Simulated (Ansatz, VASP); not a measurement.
## ScAl3: VASP beside Ansatz

Contents of INCAR:

```
  PREC = Accurate
  ENCUT = 520
  EDIFF = 1E-6
  ISMEAR = 0
  SIGMA = 0.05
  LREAL = F
  LASPH = T
  NELM = 60
  ALGO = Normal
  ISIF = 2
  LWAVE = F
  LCHARG = F
  GGA = PE
  NBANDS = 18
```

File KPOINTS:

```
Automatic mesh
0
Gamma
  6 6 6
```

The input POSCAR:

```
ScAl3
1.0
    4.0878065700      0.0000000000      0.0000000000
    0.0000000000      4.0878065700      0.0000000000
    0.0000000000      0.0000000000      4.0878065700
Sc Al
1 3
Direct
    0.0000000000      0.0000000000      0.0000000000
    0.5000000000      0.0000000000      0.5000000000
    0.0000000000      0.5000000000      0.5000000000
    0.5000000000      0.5000000000      0.0000000000
```

Input for Ansatz:

```yaml
crystal:
  lattice:
    - [4.08780657, 0.0, 0.0]
    - [0.0, 4.08780657, 0.0]
    - [0.0, 0.0, 4.08780657]
  atoms:
    - { symbol: Sc, position: [0.0, 0.0, 0.0] }
    - { symbol: Al, position: [0.5, 0.0, 0.5] }
    - { symbol: Al, position: [0.0, 0.5, 0.5] }
    - { symbol: Al, position: [0.5, 0.5, 0.0] }
basis:
  ecutwfc: 420
  ecutrho_ratio: 4
kpoints:
  mp_grid: { grid: [6, 6, 6] }
hamiltonian:
  xc: pbe
scf:
  occupations: { method: gaussian, width: 0.05 }
output:
  forces: true
  stress: true
  eigenvalues: true
```

Alike in both runs: task single point; functional PBE; k mesh 6 × 6 × 6; occupations gaussian, width 0.05 eV; no spin polarisation.

|  | VASP | Ansatz |
| --- | --- | --- |
| version | VASP 6.6.1 | Ansatz 0.2.0 |
| potentials or method | VASP PAW PBE potentials, release 64 (Sc_sv, Al), cutoff 520 eV | scalar-relativistic, plane waves, PAW |
| valence electrons in the cell | 20 | 20 |

Ansatz gave:

| Item | Value |
| --- | --- |
| gap on the k mesh at the Fermi level (eV) | none |
| pressure (GPa) | 1.0 |

Q: Estimate VASP's values.

A: gap on the k mesh at the Fermi level (eV): none; pressure (GPa): 1.1.

A gap of «none» marks a metal or a gap that the smearing closes. The functional is the same, so the differences come from potentials, cutoffs and numerics.
